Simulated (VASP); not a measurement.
# ZrTaS3 (Pm-3m) in VASP: notebook, part 2 of 2

VASP 6.6.1.

## 4. Relaxation of cell and atoms, PBE, collinear spin

This run uses another cell than the first one, of 22.70 Å³/atom.

INCAR

```
PREC = Accurate
ENCUT = 600
EDIFF = 1E-6
ISMEAR = 0
SIGMA = 0.1
LREAL = F
LASPH = T
NELM = 150
ALGO = Normal
ISIF = 3
LWAVE = F
LCHARG = F
ISPIN = 2
MAGMOM = 0 1 0 0 0
LORBIT = 11
LMAXMIX = 4
GGA = PE
IBRION = 2
NSW = 90
EDIFFG = -0.04
```

KPOINTS

```
Automatic mesh
0
Gamma
  4 4 4
```

POSCAR

```
ZrTaS3
1.0
    4.8420579300      0.0000000000      0.0000000000
    0.0000000000      4.8420579300      0.0000000000
    0.0000000000      0.0000000000      4.8420579300
Zr Ta S
1 1 3
Direct
    0.0000000000      0.0000000000      0.0000000000
    0.5000000000      0.5000000000      0.5000000000
    0.0000000000      0.5000000000      0.5000000000
    0.5000000000      0.0000000000      0.5000000000
    0.5000000000      0.5000000000      0.0000000000
```

Potentials or basis: VASP PAW PBE potentials, release 64 (Zr_sv, Ta_pv, S).

Run with:

```bash
$ cat potpaw_PBE.64/Zr_sv/POTCAR potpaw_PBE.64/Ta_pv/POTCAR potpaw_PBE.64/S/POTCAR > POTCAR
$ mpirun -np 1 vasp_std > vasp.out
```

OUTCAR:

```text
PREC = Accurate
   ENCUT = 600
   EDIFF = 1E-6
   ISMEAR = 0
   LREAL = F
   LASPH = T
   NELM = 150
   ISIF = 3
   ISPIN = 2
   LORBIT = 11
   GGA = PE
   IBRION = 2
   NSW = 90
   EDIFFG = -0.04

 ion  position               nearest neighbor table
   1  0.000  0.000  0.000-
   2  0.500  0.500  0.500-   3 2.42   4 2.42   5 2.42   5 2.42   4 2.42   3 2.42
   3  0.000  0.500  0.500-   2 2.42   2 2.42
   4  0.500  0.000  0.500-   2 2.42   2 2.42
   5  0.500  0.500  0.000-   2 2.42   2 2.42

  LATTYP: Found a simple cubic cell.
 ALAT       =     4.8420579300

  Lattice vectors:

 A1 = (   4.8420579300,   0.0000000000,   0.0000000000)
 A2 = (   0.0000000000,   4.8420579300,   0.0000000000)
 A3 = (   0.0000000000,   0.0000000000,   4.8420579300)

Analysis of symmetry for initial positions (statically):
=====================================================================
 Subroutine PRICEL returns:
 Original cell was already a primitive cell.

 Routine SETGRP: Setting up the symmetry group for a
 simple cubic supercell.

 Subroutine GETGRP returns: Found 48 space group operations
 (whereof 48 operations were pure point group operations)
 out of a pool of 48 trial point group operations.

The static configuration has the point symmetry O_h .

Analysis of symmetry for dynamics (positions and initial velocities):
=====================================================================
 Subroutine PRICEL returns:
 Original cell was already a primitive cell.

 Routine SETGRP: Setting up the symmetry group for a
 simple cubic supercell.

 Subroutine GETGRP returns: Found 48 space group operations
 (whereof 48 operations were pure point group operations)
 out of a pool of 48 trial point group operations.

The dynamic configuration has the point symmetry O_h .

Analysis of structural, dynamic, and magnetic symmetry:
=====================================================================
 Subroutine PRICEL returns:
 Original cell was already a primitive cell.

[... 120 lines left out ...]
  Fermi-wavevector in a.u.,A,eV,Ry     =   1.165841  2.203121 18.492850  1.359186
  Thomas-Fermi vector in A             =   2.302362
   LORBIT       =     11    0 simple, 1 ext, 2 COOP (PROOUT), +10 PAW based schemes
   GGA     = PE    functional components
   LHFCALC =     F    Hartree Fock is set to
   AEXX    =    0.0000 exact exchange contribution
   IVDW    =     0    specifies the selected vdW correction
   LEPSILON=     F    determine dielectric tensor
   LRPA    =     F    only Hartree local field effects (RPA)
 conjugate gradient relaxation of ions
 spin polarized calculation
 Gauss-broadening in eV      SIGMA  =   0.10
  energy-cutoff  :      600.00
  volume of cell :      113.52
 maximum number of plane-waves:      3840
 NGX is ok and might be reduce to    40
   NGX = 19   NGY = 19   NGZ = 19

--------------------------------------- Ionic step        1  -------------------------------------------

 number of electron      41.0000002 magnetization      -0.0273833

 number of electron      41.0000002 magnetization       0.0059874

 Free energy of the ion-electron system (eV)
  ---------------------------------------------------
  ext. energy  EPLUGINS =         0.00000000
  ---------------------------------------------------
  free energy    TOTEN  =       -33.73988213 eV

  energy without entropy =      -33.68703046  energy(sigma->0) =      -33.71345630

 E-fermi :   6.1324     XC(G=0):  -9.9855

 val. band max:        6.1281868188   @ k =   0.5000   0.2500   0.0000
 cond. band min:       6.1593248184   @ k =   0.5000   0.5000   0.5000
 fundamental gap:      0.0311379995
 Fermi energy:         6.1324488927

 spin component 1

 k-point     1 :       0.0000    0.0000    0.0000
  band No.  band energies     occupation
      1     -44.9403      1.00000
      2     -29.7885      1.00000
      3     -29.7885      1.00000
      4     -29.7885      1.00000
      5     -22.8771      1.00000
      6     -22.8771      1.00000
[... 633 lines left out ...]
 number of electron      40.9999996 magnetization      -0.0003602

 number of electron      40.9999996 magnetization       0.0004252

 Free energy of the ion-electron system (eV)
  ---------------------------------------------------
  ext. energy  EPLUGINS =         0.00000000
  ---------------------------------------------------
  free energy    TOTEN  =       -33.93444854 eV

  energy without entropy =      -33.88943939  energy(sigma->0) =      -33.91194397

 E-fermi :   6.9304     XC(G=0): -10.3357

 val. band max:        6.9187557323   @ k =   0.5000   0.2500   0.0000
 cond. band min:       6.9697686312   @ k =   0.5000   0.2500   0.0000
 fundamental gap:      0.0510128989
 Fermi energy:         6.9303665722

 spin component 1

 k-point     1 :       0.0000    0.0000    0.0000
  band No.  band energies     occupation
      1     -44.0875      1.00000
      2     -28.8310      1.00000
      3     -28.8310      1.00000
      4     -28.8310      1.00000
      5     -22.0289      1.00000
      6     -22.0289      1.00000
[... 584 lines left out ...]
  FREE ENERGIE OF THE ION-ELECTRON SYSTEM (eV)
  ---------------------------------------------------
  free  energy   TOTEN  =       -33.9344485400 eV

  energy  without entropy=      -33.8894393950  energy(sigma->0) =      -33.91194397

 reached required accuracy - stopping structural energy minimisation

 total charge

# of ion       s       p       d       tot
------------------------------------------
    1        2.071   5.900   1.514   9.485
    2        0.312   6.244   2.401   8.956
    3        1.339   2.422   0.000   3.760
    4        1.339   2.422   0.000   3.760
    5        1.339   2.422   0.000   3.760
--------------------------------------------------
tot          6.399  19.408   3.915  29.722

 magnetization (x)

# of ion       s       p       d       tot
------------------------------------------
    1        0.000  -0.000   0.001   0.001
    2        0.000   0.000   0.000   0.000
    3        0.000  -0.000   0.000  -0.000
    4        0.000  -0.000   0.000  -0.000
    5        0.000  -0.000   0.000  -0.000
--------------------------------------------------
tot          0.000  -0.000   0.001   0.001
```

OSZICAR:

```text
N       E                     dE             d eps       ncg     rms          rms(c)
DAV:   1     0.350622455588E+03    0.35062E+03   -0.22628E+04  1000   0.171E+03
DAV:   2    -0.138043253563E+02   -0.36443E+03   -0.36042E+03  1213   0.387E+02
DAV:   3    -0.377958779629E+02   -0.23992E+02   -0.23586E+02  1475   0.868E+01
DAV:   4    -0.388124484365E+02   -0.10166E+01   -0.10119E+01  1575   0.150E+01
[... 40 lines left out ...]
DAV:   8    -0.339344624843E+02    0.33537E-04   -0.64475E-04  1285   0.107E-01    0.425E-02
DAV:   9    -0.339344655443E+02   -0.30600E-05   -0.40999E-05  1411   0.322E-02    0.259E-02
DAV:  10    -0.339344767380E+02   -0.11194E-04   -0.11421E-05  1159   0.115E-02    0.273E-02
DAV:  11    -0.339344490655E+02    0.27673E-04   -0.83229E-05  1403   0.270E-02    0.669E-03
DAV:  12    -0.339344485400E+02    0.52545E-06   -0.17086E-06   833   0.621E-03
   3 F= -.33934449E+02 E0= -.33911944E+02  d E =-.194566E+00  mag=    -0.0005
```

It took 8.4 min on 1 thread of Intel Xeon 8259CL, shared host; peak memory 0.32 GiB.

What came out:

* Free energy: -33.9344 eV
* Relaxed volume: 21.03 Å³/atom
* Relaxed cell: a = 4.720 Å, b = 4.720 Å, c = 4.720 Å, α = 90.00°, β = 90.00°, γ = 90.00°
* Space group after relaxing (to 0.1 Å): Pm-3m (No. 221)
* Energy gained by relaxing: 38.9 meV/atom
* Ionic steps: 3
* Pressure after relaxing: -0.1 GPa
* Net moment: 0.00 μB per cell
* Valence electrons inside the program's atomic spheres: Zr 9.48; Ta 8.96; S 3.76

Step by step:
| step | energy change (eV) | largest force (eV/Å) | pressure (GPa) | volume (Å³) |
| --- | --- | --- | --- | --- |
| 1 | 0.0000 | 0.0000 | -6.87 | 113.52 |
| 2 | -0.0318 | 0.0000 | 8.15 | 98.27 |
| 3 | -0.1946 | 0.0000 | -0.07 | 105.14 |

Final structure:
```cif
data_structure
_symmetry_space_group_name_H-M 'P 1'
_symmetry_Int_Tables_number 1
_cell_length_a 4.7198
_cell_length_b 4.7198
_cell_length_c 4.7198
_cell_angle_alpha 90.000
_cell_angle_beta 90.000
_cell_angle_gamma 90.000
_cell_volume 105.14
loop_
_atom_site_label
_atom_site_type_symbol
_atom_site_fract_x
_atom_site_fract_y
_atom_site_fract_z
_atom_site_occupancy
Zr1 Zr 0.00000 0.00000 0.00000 1
Ta1 Ta 0.50000 0.50000 0.50000 1
S1 S 0.00000 0.50000 0.50000 1
S2 S 0.50000 0.00000 0.50000 1
S3 S 0.50000 0.50000 0.00000 1
```

Caveat: the highest band is partly filled, so the run has too few bands; spin-orbit coupling is left out, which moves the levels of the heavy elements.

## 5. Single point, PBE, collinear spin

This run uses another cell than the first one, of 21.21 Å³/atom.

INCAR

```
PREC = Accurate ; ENCUT = 520
EDIFF = 1E-6 ; ISMEAR = 0
SIGMA = 0.1 ; LREAL = F
LASPH = T ; NELM = 150
ALGO = Normal ; ISIF = 2
LWAVE = F ; LCHARG = F
ISPIN = 2 ; MAGMOM = 1.48 0.22 0 0 0
LORBIT = 11 ; LMAXMIX = 4
GGA = PE ; NBANDS = 32
```

KPOINTS

```
regular mesh
0
Gamma
  8 8 8
```

POSCAR, as its differences from that of step 4:

```diff
@@ -2,5 +2,5 @@
 1.0
-    4.8420579300      0.0000000000      0.0000000000
-    0.0000000000      4.8420579300      0.0000000000
-    0.0000000000      0.0000000000      4.8420579300
+    4.7337263006      0.0000000000      0.0000000000
+    0.0000000000      4.7337263006      0.0000000000
+    0.0000000000      0.0000000000      4.7337263006
 Zr Ta S
```

Run with:

```bash
$ cat potpaw_PBE.64/Zr_sv/POTCAR potpaw_PBE.64/Ta_pv/POTCAR potpaw_PBE.64/S/POTCAR > POTCAR
$ mpirun -np 1 vasp_std > vasp.out
```

Wall time 7.4 min (1 thread of Intel Xeon 8259CL, shared host); peak memory 0.36 GiB.

The run converged. Its results:

```yaml
Free_energy: -34.1872 eV
Pressure: 0.0 GPa
Net_moment: 1.76 μB per cell
Site_moments: Zr +1.16; Ta +0.11; S -0.04 μB
Valence_electrons_inside_the_program's_atomic_spheres: Zr 9.53; Ta 8.94; S 3.76
```

Levels at points of the mesh, in eV from the Fermi level:
Spin up:
| k point | band 19 | band 20 | band 21 | band 22 | band 23 | band 24 | band 25 | band 26 |
| --- | --- | --- | --- | --- | --- | --- | --- | --- |
| (0.00, 0.00, 0.00) | -1.89 | -1.87 | -1.87 | -1.87 | -1.16 | -1.16 | -0.50 | 0.31 |
| (0.50, 0.00, 0.00) | -2.36 | -1.44 | -0.30 | -0.24 | 0.72 | 1.22 | 1.22 | 1.46 |
| (0.50, 0.50, 0.00) | -1.69 | -0.43 | 0.04 | 0.63 | 0.63 | 0.69 | 1.44 | 2.05 |
| (0.50, 0.50, 0.50) | -1.25 | -0.41 | -0.08 | -0.08 | -0.08 | -0.03 | -0.03 | 2.07 |
Spin down:
```
           k point  band 17  band 18  band 19  band 20  band 21  band 22
(0.00, 0.00, 0.00)    -1.88    -1.88    -1.88    -1.66    -1.66    -1.66
(0.50, 0.00, 0.00)    -3.76    -2.31    -2.31    -1.35     0.53     1.19
(0.50, 0.50, 0.00)    -3.76    -3.76    -1.52     0.83     0.83     1.20
(0.50, 0.50, 0.50)    -1.30    -1.30    -1.30     0.36     0.73     0.73
```

Caveat: spin-orbit coupling is left out, which moves the levels of the heavy elements.

## 6. Summary

```csv
task,cell,k mesh,cutoff (eV),gap on the mesh (eV),pressure (GPa),moment (μB)
single point,"a = 4.745 Å, 5 atoms",4 × 4 × 4,520,none,-1.7,0.00
single point,"a = 4.842 Å, 5 atoms",4 × 4 × 4,520,none,-6.9,0.02
relaxation of cell and atoms,"relaxed from a = 4.842 Å, 5 atoms",4 × 4 × 4,600,-,-0.1,0.00
single point,"a = 4.734 Å, 5 atoms",8 × 8 × 8,520,none,0.0,1.76
```

Alike in all rows: level PBE; potentials or basis VASP PAW PBE potentials, release 64 (Zr_sv, Ta_pv, S); spin collinear; smearing gaussian 0.1 eV.

Caveats: spin-orbit coupling is left out, which moves the levels of the heavy elements; the cell stands under tension (at least some runs); the highest band is partly filled, so the run has too few bands (at least some runs).

Absolute energies hang on the potentials; compare differences alone.

The gap in the log of VASP goes by the Fermi energy; the results here count the filled bands.